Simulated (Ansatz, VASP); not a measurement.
**Si2Ni in VASP and in Ansatz**

File INCAR:

```
SYSTEM = Si2Ni
ALGO = Normal ; EDIFF = 1E-6
ENCUT = 690 ; GGA = PE
GGA_COMPAT = .False. ; ISIF = 2
ISMEAR = -1 ; ISPIN = 2
LASPH = .True. ; LCHARG = .False.
LMAXMIX = 4 ; LORBIT = 11
LREAL = .False. ; LWAVE = .False.
MAGMOM = 1 0 0 ; NBANDS = 24
NELM = 200 ; NUPDOWN = 1.0
PREC = Accurate ; SIGMA = 0.05
```

The input KPOINTS:

```
k-points
0
Gamma
  7 7 7
  0 0 0
```

POSCAR

```
Si2Ni
1.0
    0.0000000000      2.7030000000      2.7030000000
    2.7030000000      0.0000000000      2.7030000000
    2.7030000000      2.7030000000      0.0000000000
Ni Si
1 2
Direct
    0.0000000000      0.0000000000      0.0000000000
    0.7500000000      0.7500000000      0.7500000000
    0.2500000000      0.2500000000      0.2500000000
```

input.yaml

```yaml
crystal:
  lattice:
    - [0.0, 2.703, 2.703]
    - [2.703, 0.0, 2.703]
    - [2.703, 2.703, 0.0]
  atoms:
    - { symbol: Ni, position: [0.0, 0.0, 0.0], spin: 1.0 }
    - { symbol: Si, position: [0.75, 0.75, 0.75] }
    - { symbol: Si, position: [0.25, 0.25, 0.25] }
hamiltonian:
  xc: pbe
  pseudopotentials: { kind: paw }
magnetization:
  spin_polarized: true
  initial_magnetization: 1.0
  spin_locking: { lock_magnetization: hard }
kpoints:
  mp_grid: { grid: [7, 7, 7] }
scf:
  occupations: { method: fermi_dirac, width: 0.05 }
  lower_state_search: "off"
output:
  forces: true
  stress: true
  eigenvalues: true
```

Alike in both runs: task single point; functional PBE; k mesh 7 × 7 × 7; occupations fermi-dirac, width 0.05 eV; collinear spin; fixed moment 1 μB.

|  | VASP | Ansatz |
| --- | --- | --- |
| version | VASP 6.6.1 | Ansatz 0.2.0 |
| potentials or method | VASP PAW PBE potentials, release 64 (Ni_sv_GW, Si) | Ansatz PAW |
| plane-wave cutoff (eV) | 690 | 420 |
| valence electrons in the cell | 26 | 26 |

|  | VASP | Ansatz | Ansatz less VASP |
| --- | --- | --- | --- |
| pressure (GPa) | 4.5 | 7.3 | +2.75 |
| net moment per atom (μB) | 0.33 | 0.33 | 0.000 |
| size of the moment on the site where the two differ most (μB) | 0.13 | 0.14 | +0.013 |

Site moments also hang on the region over which each program counts them. The functional is the same, so the differences come from potentials, cutoffs and numerics.
